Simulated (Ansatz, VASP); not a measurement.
Two plane-wave programs on NaH

File POSCAR:

```
NaH
1.0
   -0.0320974854      2.4023364911      2.4023364911
    2.4023364911     -0.0320974854      2.4023364911
    2.4023364911      2.4023364911     -0.0320974854
Na H
1 1
Direct
    0.0000000000      0.0000000000      0.0000000000
    0.5000000000      0.5000000000      0.5000000000
```

Contents of INCAR.step1:

```
  PREC = Accurate
  ENCUT = 520
  ISMEAR = 0
  SIGMA = 0.01
  LREAL = False
  LASPH = True
  NELM = 60
  NBANDS = 11
  GGA = PE
  ALGO = Normal
  EDIFF = 1E-4
  LWAVE = True
  LCHARG = False
```

Contents of INCAR.step2:

```
  PREC = Accurate
  ENCUT = 520
  EDIFF = 1E-6
  ISMEAR = 0
  SIGMA = 0.01
  LREAL = False
  LASPH = True
  NELM = 60
  ALGO = Normal
  ISIF = 2
  LWAVE = False
  LCHARG = False
  METAGGA = R2SCAN
  LMIXTAU = True
  NBANDS = 11
  ISTART = 1
```

File KPOINTS:

```
Automatic mesh
0
Gamma
  10 10 10
```

Input for Ansatz:

```yaml
crystal:
  lattice:
    - [-0.0320974854, 2.4023364911, 2.4023364911]
    - [2.4023364911, -0.0320974854, 2.4023364911]
    - [2.4023364911, 2.4023364911, -0.0320974854]
  atoms:
    - { symbol: Na, position: [0.0, 0.0, 0.0] }
    - { symbol: H, position: [0.5, 0.5, 0.5] }
kpoints:
  mp_grid: { grid: [10, 10, 10] }
  band_path:
    path:
      - [0.0, 0.0, 0.0]
      - [0.5, 0.0, 0.5]
      - [0.625, 0.25, 0.625]
      - [0.375, 0.375, 0.75]
      - [0.5, 0.5, 0.5]
      - [0.5, 0.25, 0.75]
    npoints: 1
hamiltonian:
  xc: r2scan
scf:
  occupations: { method: fixed }
  n_extra_bands: 4
output:
  forces: true
  stress: true
  eigenvalues: true
```

Change from the starting cell: epitaxial_111 strain +1.5%.

Alike in both runs: task single point; functional r2SCAN; k mesh 10 × 10 × 10; no spin polarisation.

```csv
,VASP,Ansatz
version,VASP 6.6.1,Ansatz 0.2.0
potentials or method,"VASP PAW PBE potentials, release 64 (Na_pv, H)","plane waves, PAW"
plane-wave cutoff (eV),520,500
occupations,"gaussian, width 0.01 eV",fixed
valence electrons in the cell,8,10
```

|  | VASP | Ansatz | Ansatz less VASP |
| --- | --- | --- | --- |
| gap on the k mesh at the Fermi level (eV) | 4.34 | 4.33 | -0.011 |
| pressure (GPa) | -0.8 | -0.6 | +0.18 |
| traceless stress, the component that is largest in VASP (GPa) | 0.24 | 0.30 | +0.060 |

VASP's potentials were made for PBE, not for r2SCAN. VASP's potentials hold 8 valence electrons a cell and Ansatz's 10, so a difference there can come from the potentials and not from the codes.
